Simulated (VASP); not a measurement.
# SnO2 (P4_2/mnm) in VASP: single point with LDA

Aim: the single point of SnO2 with LDA.

All numbers are computed with VASP 6.6.1; they aren't measurements. Logs are shortened: lines on timing, memory, paths and dates and some standing lists are left out, and cuts for length are marked.

### 1 The cell of the first run

The structure is tetragonal, space group P4_2/mnm (No. 136). Conventional cell: a = 4.722 Å, b = 4.722 Å, c = 3.190 Å, α = 90.00°, β = 90.00°, γ = 90.00°. Within 2.7 Å of Sn (site symmetry mmm) lie 6 O at 2.04 to 2.05 Å. O (site symmetry m2m) has 3 Sn at 2.04 to 2.05 Å and 1 O at 2.59 Å within 2.7 Å.

### 2 Single point, LDA

Input file INCAR:

```
SYSTEM = SnO2
PREC     = Accurate       ! precision mode
ENCUT    = 520            ! plane-wave cutoff, eV
EDIFF    = 1E-6           ! SCF threshold, eV
ISMEAR   = 0              ! smearing method
SIGMA    = 0.01           ! smearing width, eV
LREAL    = .False.        ! projectors in reciprocal space
LASPH    = .True.         ! aspherical terms in the spheres
NELM     = 80             ! most SCF steps
ALGO     = Normal         ! electronic algorithm
ISIF     = 2              ! what is computed and relaxed
LWAVE    = .False.        ! write WAVECAR
LCHARG   = .False.        ! write CHGCAR
NBANDS   = 35             ! bands
```

Input file KPOINTS:

```
Automatic mesh
0
Gamma
  8 8 12
  0 0 0
```

Input file POSCAR:

```
SnO2
1.0
    4.7222738507      0.0000000000      0.0000000000
    0.0000000000      4.7222738507      0.0000000000
    0.0000000000      0.0000000000      3.1904770100
Sn O
2 4
Direct
    0.0000000000      0.0000000000      0.0000000000
    0.5000000000      0.5000000000      0.5000000000
    0.3060676210      0.3060676210      0.0000000000
    0.1939323790      0.8060676210      0.5000000000
    0.6939323790      0.6939323790      0.0000000000
    0.8060676210      0.1939323790      0.5000000000
```

Potentials or basis: VASP PAW LDA potentials, release 64 (Sn_d, O).

Started as:

```bash
> cat potpaw_LDA.64/Sn_d/POTCAR potpaw_LDA.64/O/POTCAR > POTCAR
> mpirun -np 1 vasp_std > vasp.out
```

OUTCAR:

```text
SYSTEM = SnO2
   PREC = Accurate
   ENCUT = 520
   EDIFF = 1E-6
   ISMEAR = 0
   LREAL = .False.
   LASPH = .True.
   NELM = 80
   ISIF = 2

 ion  position               nearest neighbor table
   1  0.000  0.000  0.000-   3 2.04   5 2.04   4 2.05   6 2.05   4 2.05   6 2.05   2 3.70   2 3.70
                             2 3.70   2 3.70   2 3.70   2 3.70   2 3.70   2 3.70
   2  0.500  0.500  0.500-   4 2.04   6 2.04   5 2.05   3 2.05   3 2.05   5 2.05   1 3.70   1 3.70
                             1 3.70   1 3.70   1 3.70   1 3.70   1 3.70   1 3.70
   3  0.306  0.306  0.000-   1 2.04   2 2.05   2 2.05
   4  0.194  0.806  0.500-   2 2.04   1 2.05   1 2.05
   5  0.694  0.694  0.000-   1 2.04   2 2.05   2 2.05
   6  0.806  0.194  0.500-   2 2.04   1 2.05   1 2.05

  LATTYP: Found a simple tetragonal cell.
 ALAT       =     4.7222738507
 C/A-ratio  =     0.6756230390

  Lattice vectors:

 A1 = (   4.7222738507,   0.0000000000,   0.0000000000)
 A2 = (   0.0000000000,   4.7222738507,   0.0000000000)
 A3 = (   0.0000000000,   0.0000000000,   3.1904770100)

Analysis of symmetry for initial positions (statically):
=====================================================================
 Subroutine PRICEL returns:
 Original cell was already a primitive cell.

 Routine SETGRP: Setting up the symmetry group for a
 simple tetragonal supercell.

 Subroutine GETGRP returns: Found 16 space group operations
 (whereof  8 operations were pure point group operations)
 out of a pool of 16 trial point group operations.

The static configuration has the point symmetry D_2h.
 The point group associated with its full space group is D_4h.

Analysis of symmetry for dynamics (positions and initial velocities):
=====================================================================
 Subroutine PRICEL returns:
 Original cell was already a primitive cell.

 Routine SETGRP: Setting up the symmetry group for a
 simple tetragonal supercell.

 Subroutine GETGRP returns: Found 16 space group operations
 (whereof  8 operations were pure point group operations)
 out of a pool of 16 trial point group operations.

The dynamic configuration has the point symmetry D_2h.
 The point group associated with its full space group is D_4h.

 Subroutine INISYM returns: Found 16 space group operations
 (whereof  8 operations are pure point group operations),
 and found     1 'primitive' translations

----------------------------------------------------------------------------------------

                                     Primitive cell

  volume of cell :      71.1472

  direct lattice vectors                    reciprocal lattice vectors
     4.722273851  0.000000000  0.000000000     0.211762391  0.000000000  0.000000000
     0.000000000  4.722273851  0.000000000     0.000000000  0.211762391  0.000000000
     0.000000000  0.000000000  3.190477010     0.000000000  0.000000000  0.313432755

  length of vectors
     4.722273851  4.722273851  3.190477010     0.211762391  0.211762391  0.313432755

  position of ions in fractional coordinates (direct lattice)
     0.000000000  0.000000000  0.000000000
     0.500000000  0.500000000  0.500000000
     0.306067621  0.306067621  0.000000000
     0.193932379  0.806067621  0.500000000
     0.693932379  0.693932379  0.000000000
     0.806067621  0.193932379  0.500000000

  ion indices of the primitive-cell ions
   primitive index   ion index
                 1           1
                 2           2
                 3           3
                 4           4
                 5           5
                 6           6

----------------------------------------------------------------------------------------

 KPOINTS: Automatic mesh

Automatic generation of k-mesh.
 Grid dimensions read from file:
 generate k-points for:    8    8   12

 Generating k-lattice:

  Cartesian coordinates                     Fractional coordinates (reciprocal lattice)
     0.026470299  0.000000000  0.000000000     0.125000000  0.000000000  0.000000000
     0.000000000  0.026470299  0.000000000     0.000000000  0.125000000  0.000000000
     0.000000000  0.000000000  0.026119396     0.000000000  0.000000000  0.083333333

  Length of vectors
     0.026470299  0.026470299  0.026119396

  Shift w.r.t. Gamma in fractional coordinates (k-lattice)
     0.000000000  0.000000000  0.000000000

 Subroutine IBZKPT returns following result:
 ===========================================

 Found    105 irreducible k-points:

 Following reciprocal coordinates:
            Coordinates               Weight
  0.000000  0.000000  0.000000      1.000000
  0.125000  0.000000  0.000000      4.000000
  0.250000  0.000000  0.000000      4.000000
  0.375000  0.000000  0.000000      4.000000
  0.500000  0.000000  0.000000      2.000000
  0.125000  0.125000  0.000000      4.000000
[... 16 lines left out ...]
  0.375000  0.125000  0.083333     16.000000
  0.500000  0.125000  0.083333      8.000000
 [... further k-points ...]
   k-points           NKPTS =    105   k-points in BZ     NKDIM =    105   number of bands    NBANDS=     35
   number of dos      NEDOS =    301   number of ions     NIONS =      6
   total plane-waves  NPLWV =  31104
   dimension x,y,z NGX =    36 NGY =   36 NGZ =   24
   dimension x,y,z NGXF=    72 NGYF=   72 NGZF=   48
   ions per type =               2   4
   NGX,Y,Z   is equivalent  to a cutoff of  12.67, 12.67, 12.51 a.u.
   NGXF,Y,Z  is equivalent  to a cutoff of  25.35, 25.35, 25.01 a.u.
 SYSTEM =  SnO2
   PREC   = accura    normal or accurate (medium, high low for compatibility)
   ISTART =      0    job   : 0-new  1-cont  2-samecut
   ICHARG =      2    charge: 1-file 2-atom 10-const
   ISPIN  =      1    spin polarized calculation?
   LNONCOLLINEAR =      F non collinear calculations
   LSORBIT =      F    spin-orbit coupling
   LASPH  =      T    aspherical Exc in radial PAW
   ENCUT  =  520.0 eV  38.22 Ry    6.18 a.u.   8.78  8.78  5.93*2*pi/ulx,y,z
   NELM   =     80;   NELMIN=  2; NELMDL= -5     # of ELM steps
   EDIFF  = 0.1E-05   stopping-criterion for ELM
   LREAL  =      F    real-space projection
[... 7 lines left out ...]
   TEBEG  =    0.0;   TEEND  =   0.0 temperature during run
   PSTRESS=    0.0 pullay stress
   NELECT =      52.0000    total number of electrons
   NUPDOWN=      -1.0000    fix difference up-down
   EMIN   =  10.00;   EMAX   =-10.00  energy-range for DOS
   EFERMI =   0.00;   METHOD = LEGACY
   ISMEAR =     0;   SIGMA  =   0.01  broadening in eV -4-tet -1-fermi 0-gaus
   EFERMI_NEDOS =   21; number of points for ismear=-14 and -15
   IALGO  =     38    algorithm
   IMIX   =      4    mixing-type and parameters
     AMIX     =   0.40;   BMIX     =  1.00
     AMIX_MAG =   1.60;   BMIX_MAG =  1.00
  volume/ion in A,a.u.               =      11.86        80.02
  Fermi-wavevector in a.u.,A,eV,Ry     =   1.474653  2.786691 29.587266  2.174603
  Thomas-Fermi vector in A             =   2.589398
   LORBIT       =      0    0 simple, 1 ext, 2 COOP (PROOUT), +10 PAW based schemes
   GGA     = CA    functional components
   LHFCALC =     F    Hartree Fock is set to
   AEXX    =    0.0000 exact exchange contribution
   IVDW    =     0    specifies the selected vdW correction
   LEPSILON=     F    determine dielectric tensor
   LRPA    =     F    only Hartree local field effects (RPA)
 non-spin polarized calculation
 Gauss-broadening in eV      SIGMA  =   0.01
  energy-cutoff  :      520.00
  volume of cell :       71.15
 maximum number of plane-waves:      1944
 NGX is ok and might be reduce to    36
   NGX = 17   NGY = 17   NGZ = 11

 number of electron      51.9999987 magnetization

 Free energy of the ion-electron system (eV)
  ---------------------------------------------------
  ext. energy  EPLUGINS =         0.00000000
  ---------------------------------------------------
  free energy    TOTEN  =       -42.27992202 eV

  energy without entropy =      -42.27992202  energy(sigma->0) =      -42.27992202

 E-fermi :   6.0178     XC(G=0): -11.8311

 val. band max:        5.9346335685   @ k =   0.0000   0.0000   0.0000
 cond. band min:       7.1307651730   @ k =   0.0000   0.0000   0.0000
 fundamental gap:      1.1961316046
 Fermi energy:         6.0178202652

 k-point     1 :       0.0000    0.0000    0.0000
  band No.  band energies     occupation
      1     -15.0832      2.00000
      2     -14.3028      2.00000
      3     -14.0282      2.00000
      4     -14.0091      2.00000
      5     -14.0091      2.00000
      6     -13.9316      2.00000
[... 27 lines left out ...]
     34      17.9056      0.00000
     35      18.3171      0.00000

 k-point     2 :       0.1250    0.0000    0.0000
  band No.  band energies     occupation
      1     -15.0590      2.00000
      2     -14.3295      2.00000
      3     -14.0280      2.00000
      4     -14.0080      2.00000
      5     -14.0079      2.00000
      6     -13.9535      2.00000
[... 27 lines left out ...]
     34      17.8948      0.00000
     35      18.2894      0.00000

 k-point     3 :       0.2500    0.0000    0.0000
  band No.  band energies     occupation
      1     -14.9875      2.00000
      2     -14.4185      2.00000
      3     -14.0274      2.00000
      4     -14.0051      2.00000
      5     -14.0049      2.00000
      6     -13.9919      2.00000
[... 27 lines left out ...]
     34      17.8970      0.00000
     35      18.2422      0.00000

 k-point     4 :       0.3750    0.0000    0.0000
  band No.  band energies     occupation
      1     -14.8733      2.00000
      2     -14.5631      2.00000
      3     -14.0262      2.00000
      4     -14.0147      2.00000
      5     -14.0020      2.00000
      6     -14.0018      2.00000
[... 27 lines left out ...]
     34      17.9912      0.00000
     35      18.1944      0.00000

 k-point     5 :       0.5000    0.0000    0.0000
  band No.  band energies     occupation
      1     -14.7256      2.00000
      2     -14.7256      2.00000
      3     -14.0233      2.00000
      4     -14.0233      2.00000
      5     -14.0006      2.00000
      6     -14.0006      2.00000
[... 638 lines left out ...]
 k-point    22 :       0.2500    0.1250    0.0833
  band No.  band energies     occupation
      1     -14.9458      2.00000
      2     -14.4292      2.00000
      3     -14.1041      2.00000
      4     -14.0829      2.00000
      5     -14.0005      2.00000
      6     -13.9458      2.00000
[... 27 lines left out ...]
     34      17.8799      0.00000
     35      18.1734      0.00000

 k-point    23 :       0.3750    0.1250    0.0833
  band No.  band energies     occupation
      1     -14.8479      2.00000
      2     -14.5709      2.00000
      3     -14.1028      2.00000
      4     -14.0900      2.00000
      5     -13.9867      2.00000
      6     -13.9567      2.00000
[... 27 lines left out ...]
     34      17.9491      0.00000
     35      18.1376      0.00000

 k-point    24 :       0.5000    0.1250    0.0833
  band No.  band energies     occupation
      1     -14.7185      2.00000
      2     -14.7185      2.00000
      3     -14.0972      2.00000
      4     -14.0972      2.00000
      5     -13.9712      2.00000
      6     -13.9712      2.00000
[... 27 lines left out ...]
     34      18.0598      0.00000
     35      18.2957      0.00000

 [... further k-points ...]
[... 5 lines left out ...]
  --------------------------------------------------------------------------------------
  -------------------------------------------------------------------------------------
  Total        0.4143094      0.4143094      0.6150675     -0.0000000      0.0000000      0.0000000
  in kB        9.3299093      9.3299093     13.8508172     -0.0000000      0.0000000      0.0000000
  external PRESSURE =      10.8368786 kB  Pullay stress =       0.0000000 kB

 VOLUME and BASIS-vectors are now :
 -----------------------------------------------------------------------------
  energy-cutoff  :      520.00
  volume of cell :       71.15
      direct lattice vectors                 reciprocal lattice vectors
     4.722273851  0.000000000  0.000000000     0.211762391  0.000000000  0.000000000
     0.000000000  4.722273851  0.000000000     0.000000000  0.211762391  0.000000000
     0.000000000  0.000000000  3.190477010     0.000000000  0.000000000  0.313432755

 POSITION                                       TOTAL-FORCE (eV/Angst)
 -----------------------------------------------------------------------------------
      0.00000      0.00000      0.00000         0.000000      0.000000     -0.000000
      2.36114      2.36114      1.59524         0.000000      0.000000     -0.000000
      1.44534      1.44534      0.00000        -0.014710     -0.014710      0.000000
      0.91580      3.80647      1.59524         0.014710     -0.014710     -0.000000
      3.27694      3.27694      0.00000         0.014710      0.014710     -0.000000
      3.80647      0.91580      1.59524        -0.014710      0.014710     -0.000000
 -----------------------------------------------------------------------------------
    total drift:                                0.000000      0.000000     -0.000000

  FREE ENERGIE OF THE ION-ELECTRON SYSTEM (eV)
  ---------------------------------------------------
  free  energy   TOTEN  =       -42.2799220195 eV

  energy  without entropy=      -42.2799220195  energy(sigma->0) =      -42.27992202
```

Run time: 2.7 min. Hardware: 1 thread of Intel Xeon Platinum 8375C at 2.90GHz (Ice Lake), shared host; peak memory 0.3 GiB.

What came out:

```
Free energy            : -42.2799 eV
Pressure               : 1.1 GPa
Largest force          : 0.021 eV/Å
Band gap on the k mesh : 1.20 eV
```

Forces on the atoms (eV/Å):
```
Sn   0.000  0.000  0.000
Sn   0.000  0.000  0.000
O   -0.015 -0.015  0.000
O    0.015 -0.015  0.000
O    0.015  0.015  0.000
O   -0.015  0.015  0.000
```

Levels at points of the mesh, in eV from the valence-band top:
```
           k point  band 23  band 24  band 25  band 26  band 27  band 28  band 29  band 30
(0.00, 0.00, 0.00)    -1.28    -0.81    -0.81     0.00     1.20     5.96     6.08     6.08
(0.50, 0.00, 0.00)    -1.24    -1.24    -0.65    -0.65     4.36     4.36     6.83     6.83
(0.50, 0.50, 0.00)    -1.36    -1.36    -0.92    -0.92     4.74     4.74     7.32     7.32
(0.00, 0.00, 0.50)    -1.73    -1.73    -1.29    -1.29     6.07     6.07     9.54     9.54
(0.50, 0.00, 0.50)    -1.14    -1.14    -0.72    -0.72     6.36     6.36     7.90     7.90
(0.50, 0.50, 0.50)    -0.99    -0.99    -0.85    -0.85     4.73     4.73     8.64     8.64
```

Caveat: spin-orbit coupling is left out, which moves the levels of the heavy elements.
